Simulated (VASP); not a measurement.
# SnO2 (R-3m) in VASP: further runs, part 2 of 2

VASP 6.6.1.

## 3. Single point, PBEsol

Contents of INCAR:

```
SYSTEM = SnO2
  ALGO = Normal
  EDIFF = 1E-6
  ENCUT = 520
  GGA = PS
  ISIF = 2
  ISMEAR = 0
  LASPH = .TRUE.
  LCHARG = .TRUE.
  LELF = .TRUE.
  LREAL = .FALSE.
  LVHAR = .TRUE.
  LWAVE = .FALSE.
  NBANDS = 20
  NELM = 60
  PREC = Accurate
  SIGMA = 0.01
```

Contents of KPOINTS:

```
k-points
0
G
  6 6 6
  0 0 0
```

Contents of POSCAR:

```
SnO2
1.0
    1.6170930800      0.9336291200      4.8005925800
   -1.6170930800      0.9336291200      4.8005925800
    0.0000000000     -1.8672582400      4.8005925800
Sn O
1 2
Direct
    0.5000000007      0.5000000007      0.5000000007
    0.2371700002      0.2371700002      0.2371700002
    0.7628300005      0.7628300005      0.7628300005
```

Potentials or basis: VASP PAW PBE potentials, release 64 (Sn_d, O).

Run with:

```sh
cat potpaw_PBE.64/Sn_d/POTCAR potpaw_PBE.64/O/POTCAR > POTCAR
mpirun -np 1 vasp_std > vasp.out
```

OUTCAR:

```text
SYSTEM = SnO2
   EDIFF = 1E-6
   ENCUT = 520
   GGA = PS
   ISIF = 2
   ISMEAR = 0
   LASPH = .TRUE.
   LREAL = .FALSE.
   NELM = 60
   PREC = Accurate

 ion  position               nearest neighbor table
   1  0.500  0.500  0.500-   2 2.13   3 2.13   2 2.13   2 2.13   3 2.13   3 2.13
   2  0.237  0.237  0.237-   1 2.13   1 2.13   1 2.13
   3  0.763  0.763  0.763-   1 2.13   1 2.13   1 2.13

  LATTYP: Found a trigonal (rhomboedric) cell.
 ALAT       =     5.1509554922
 COS(alpha) =     0.8028828377

  Lattice vectors:

[... 195 lines left out ...]
      6     -14.6959      2.00000
[... 541 lines left out ...]
     19      16.7739      0.00000
     20      18.8688      0.00000

 [... further k-points ...]
[... 5 lines left out ...]
  --------------------------------------------------------------------------------------
  -------------------------------------------------------------------------------------
  Total       -1.3892378     -1.3892377     -0.9788575      0.0000000     -0.0000000      0.0000000
  in kB      -51.1836970    -51.1836965    -36.0640546      0.0000000     -0.0000000      0.0000000
  external PRESSURE =     -46.1438161 kB  Pullay stress =       0.0000000 kB

 VOLUME and BASIS-vectors are now :
 -----------------------------------------------------------------------------
  energy-cutoff  :      520.00
  volume of cell :       43.49
      direct lattice vectors                 reciprocal lattice vectors
     1.617093080  0.933629120  4.800592580     0.309196797  0.178514855  0.069435872
    -1.617093080  0.933629120  4.800592580    -0.309196797  0.178514855  0.069435872
     0.000000000 -1.867258240  4.800592580     0.000000000 -0.357029709  0.069435872

 POSITION                                       TOTAL-FORCE (eV/Angst)
 -----------------------------------------------------------------------------------
      0.00000      0.00000      7.20089         0.000000      0.000000      0.000000
      0.00000      0.00000      3.41567         0.000000      0.000000     -0.347115
      0.00000      0.00000     10.98611         0.000000     -0.000000      0.347115
 -----------------------------------------------------------------------------------
    total drift:                               -0.000000      0.000000     -0.000019

  FREE ENERGIE OF THE ION-ELECTRON SYSTEM (eV)
  ---------------------------------------------------
  free  energy   TOTEN  =       -19.2965877802 eV

  energy  without entropy=      -19.2965877802  energy(sigma->0) =      -19.29658778
```

OSZICAR:

```text
N       E                     dE             d eps       ncg     rms          rms(c)
DAV:   1     0.250668711222E+03    0.25067E+03   -0.13920E+04  1352   0.190E+03
DAV:   2     0.529681560202E+01   -0.24537E+03   -0.23390E+03  1420   0.484E+02
DAV:   3    -0.211224422484E+02   -0.26419E+02   -0.26203E+02  1492   0.137E+02
DAV:   4    -0.218485445980E+02   -0.72610E+00   -0.72556E+00  1404   0.246E+01
DAV:   5    -0.218642246410E+02   -0.15680E-01   -0.15680E-01  1580   0.378E+00    0.987E+00
DAV:   6    -0.193527407882E+02    0.25115E+01   -0.97872E+00  1944   0.536E+01    0.431E+00
DAV:   7    -0.193243608620E+02    0.28380E-01   -0.56084E-01  1324   0.601E+00    0.206E+00
DAV:   8    -0.192978052868E+02    0.26556E-01   -0.68015E-02  1376   0.260E+00    0.431E-01
DAV:   9    -0.192960724176E+02    0.17329E-02   -0.93415E-03  1832   0.136E+00    0.857E-02
DAV:  10    -0.192965513614E+02   -0.47894E-03   -0.16697E-03  1332   0.355E-01    0.357E-02
DAV:  11    -0.192965836991E+02   -0.32338E-04   -0.47052E-05  1772   0.702E-02    0.199E-02
DAV:  12    -0.192965874622E+02   -0.37631E-05   -0.68268E-06  1328   0.208E-02    0.664E-03
DAV:  13    -0.192965877802E+02   -0.31798E-06   -0.10101E-06  1136   0.850E-03
   1 F= -.19296588E+02 E0= -.19296588E+02  d E =-.117529E-87
```

Run time: 49 s. Hardware: 1 thread of AMD EPYC 9R45 (Zen 5), shared host; peak memory 0.2 GiB.

Results:

```yaml
Free_energy: -19.2966 eV
Pressure: -4.6 GPa
Largest_force: 0.347 eV/Å
Band_gap_on_the_k_mesh: 1.85 eV, indirect (least direct gap 1.97 eV)
```

Forces on the atoms (eV/Å):
```
Sn   0.000  0.000  0.000
O    0.000  0.000 -0.347
O    0.000  0.000  0.347
```

Levels at points of the mesh, in eV from the valence-band top:
```csv
k point,band 10,band 11,band 12,band 13,band 14,band 15,band 16,band 17
"(0.00, 0.00, 0.00)",-1.28,-0.90,-0.90,-0.12,1.85,5.57,10.87,10.87
"(0.50, 0.00, 0.00)",-2.97,-1.48,-0.60,-0.56,5.23,7.58,9.92,12.14
"(0.50, 0.50, 0.00)",-3.06,-1.15,-0.46,-0.02,4.96,6.77,10.58,11.15
"(0.50, 0.50, 0.50)",-1.35,-1.28,-0.85,-0.85,3.11,5.52,11.05,11.05
```

Caveat: the PAW data sets were made with another functional, which shifts forces and pressure a little; spin-orbit coupling is left out, which moves the levels of the heavy elements.
